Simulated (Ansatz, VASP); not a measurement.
**Zr in VASP and in Ansatz**

```
CELL_PARAMETERS angstrom
0.00000 2.34858 2.34858
2.34858 0.00000 2.34858
2.34858 2.34858 0.00000
ATOMIC_POSITIONS crystal
Zr 0.00000 0.00000 0.00000
```

Alike in both runs: task single point; functional PBEsol; k mesh 6 × 6 × 6; occupations gaussian, width 0.1 eV; no spin polarisation.

|  | VASP | Ansatz |
| --- | --- | --- |
| version | VASP 6.6.1 | Ansatz 0.2.0 |
| potentials or method | VASP PAW PBE potentials, release 64 (Zr_sv), cutoff 500 eV | scalar-relativistic, plane waves, PAW |
| valence electrons in the cell | 12 | 12 |

VASP gave:

* gap on the k mesh at the Fermi level (eV): none
* pressure (GPa): -11.0

Which values does Ansatz return?

gap on the k mesh at the Fermi level (eV): none; pressure (GPa): -11.1.

VASP's potentials were made for PBE, not for PBEsol. A gap of «none» marks a metal or a gap that the smearing closes. With one functional, cell and mesh, what is left measures potentials, basis and numerics.

The k mesh is coarse, so the values compare programs but aren't converged.
